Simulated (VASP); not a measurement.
Set up this calculation in VASP 6.6.1, as the native input.

```
Task                            : G0W0 quasiparticle levels
Functional                      : PBE
Potentials or basis             : VASP PAW PBE potentials, release 64 (Mg_GW, O_GW)
Cutoff                          : 500 eV
k mesh                          : 2 × 2 × 2
Occupations                     : gaussian, width 0.01 eV
Spin                            : no spin polarisation
Dipole correction               : no
GW scheme                       : G0W0
GW iterations                   : 1
Cutoff of the response function : 100
Frequency points                : 48
Empty bands                     : 56
Further INCAR settings          : ALGO = EVGW0; EDIFF = 1e-08; NBANDS = 60
```

Crystal: MgO.

```xyz
2
Lattice="0.0000 2.1055 2.1055 2.1055 0.0000 2.1055 2.1055 2.1055 0.0000" Properties=species:S:1:pos:R:3 pbc="T T T"
Mg    0.0000    0.0000    0.0000
O     2.1055    2.1055    2.1055
```

One way to write it, as run:

POSCAR

```
MgO
1.0
    0.0000000000      2.1055000000      2.1055000000
    2.1055000000      0.0000000000      2.1055000000
    2.1055000000      2.1055000000      0.0000000000
Mg O
1 1
Direct
    0.0000000000      0.0000000000      0.0000000000
    0.5000000000      0.5000000000      0.5000000000
```

INCAR.step1

```
PREC     = Accurate       # precision mode
ENCUT    = 500            # plane-wave cutoff, eV
EDIFF    = 1E-8           # SCF threshold, eV
ISMEAR   = 0              # smearing method
SIGMA    = 0.01           # smearing width, eV
LREAL    = F              # projectors in reciprocal space
LASPH    = T              # aspherical terms in the spheres
NELM     = 60             # most SCF steps
ALGO     = Normal         # electronic algorithm
LWAVE    = T              # write WAVECAR
LCHARG   = F              # write CHGCAR
GGA      = PE             # functional
```

INCAR.step2

```
PREC     = Accurate       # precision mode
ENCUT    = 500            # plane-wave cutoff, eV
EDIFF    = 1E-8           # SCF threshold, eV
ISMEAR   = 0              # smearing method
SIGMA    = 0.01           # smearing width, eV
LREAL    = F              # projectors in reciprocal space
LASPH    = T              # aspherical terms in the spheres
NELM     = 1              # most SCF steps
ALGO     = Exact          # electronic algorithm
LWAVE    = T              # write WAVECAR
LCHARG   = F              # write CHGCAR
GGA      = PE             # functional
NBANDS   = 60             # bands
LOPTICS  = T              # frequency-dependent dielectric function
ISTART   = 1
```

INCAR.step3

```
PREC     = Accurate       # precision mode
ENCUT    = 500            # plane-wave cutoff, eV
EDIFF    = 1E-8           # SCF threshold, eV
ISMEAR   = 0              # smearing method
SIGMA    = 0.01           # smearing width, eV
LREAL    = F              # projectors in reciprocal space
LASPH    = T              # aspherical terms in the spheres
ALGO     = EVGW0          # electronic algorithm
LWAVE    = F              # write WAVECAR
LCHARG   = F              # write CHGCAR
GGA      = PE             # functional
NELMGW   = 1            
NBANDS   = 60             # bands
ENCUTGW  = 100.0          # cutoff of the response function
NOMEGA   = 48             # frequency points
PRECFOCK = Fast         
ISTART   = 1            
NBANDSGW = 12
```

KPOINTS

```
regular mesh
0
Gamma
  2 2 2
```

Potentials or basis: VASP PAW PBE potentials, release 64 (Mg_GW, O_GW).

The run is started by

```bash
$ cat potpaw_PBE.64/Mg_GW/POTCAR potpaw_PBE.64/O_GW/POTCAR > POTCAR
$ cp INCAR.step1 INCAR
$ mpirun -np 1 vasp_std > vasp.out
$ cp INCAR.step2 INCAR
$ mpirun -np 1 vasp_std > vasp.out
$ cp INCAR.step3 INCAR
$ mpirun -np 1 vasp_std > vasp.out
```

Results of the run:

```yaml
Band_gap_on_the_k_mesh_mean-field_level: 4.48 eV, direct
Quasiparticle_gap: 6.33 eV
Least_direct_quasiparticle_gap: 6.33 eV
```

Caveat: the k points lie up to 1.29 Å⁻¹ apart; bands, screening cutoff and mesh are small and nothing is extrapolated, so the quasiparticle values aren't converged.

Run time: 13 s on 1 thread of Intel(R) Xeon(R) Platinum 8259CL CPU @ 2.50GHz (Skylake/Cascade Lake), with other jobs on the host, peak memory 0.14 GiB.
